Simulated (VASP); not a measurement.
**Yb: single point with RPBE**

The system is Yb.

```
Yb
1.0
     3.88949    0.00000    0.00000
    -1.94475    3.36840    0.00000
     0.00000    0.00000    6.40240
Yb
2
Cartesian
  0.0000 2.2456 1.6006
  1.9447 1.1228 4.8018
```

This isn't the form of Yb at room conditions, which is fcc.

| Property | Result |
| --- | --- |
| Program | VASP 6.6.1 |
| Task | single point |
| Functional | RPBE |
| Potentials or basis | VASP PAW PBE potentials, release 64 (Yb) |
| Cutoff | 520 eV |
| k mesh | 11 × 11 × 6 |
| Occupations | fermi-dirac, width 0.1 eV |
| Spin | no spin polarisation |

```json
{
 "Pressure": "-1.0 GPa",
 "Band gap on the k mesh": "zero (bands 24 and 25 overlap by 0.14 eV)"
}
```

Levels at points of the mesh, in eV from the Fermi level:
| k point | band 20 | band 21 | band 22 | band 23 | band 24 | band 25 | band 26 | band 27 | band 28 | band 29 |
| --- | --- | --- | --- | --- | --- | --- | --- | --- | --- | --- |
| (0.00, 0.00, 0.00) | -0.49 | -0.46 | -0.46 | -0.45 | -0.45 | 0.01 | 2.65 | 2.70 | 2.70 | 3.19 |
| (0.00, 0.00, 0.50) | -0.46 | -0.46 | -0.46 | -0.45 | -0.45 | 1.45 | 1.45 | 2.70 | 2.70 | 2.70 |

It took 4.4 min on 1 thread of Intel(R) Xeon(R) 6975P-C (Granite Rapids) (shared host), peak memory 0.29 GiB.

Caveat: the PAW data sets were made with another functional, which shifts forces and pressure a little; spin-orbit coupling is left out, which moves the levels of the heavy elements. Spin polarisation is off, so any magnetic state and its effect on volume and gap are missing.
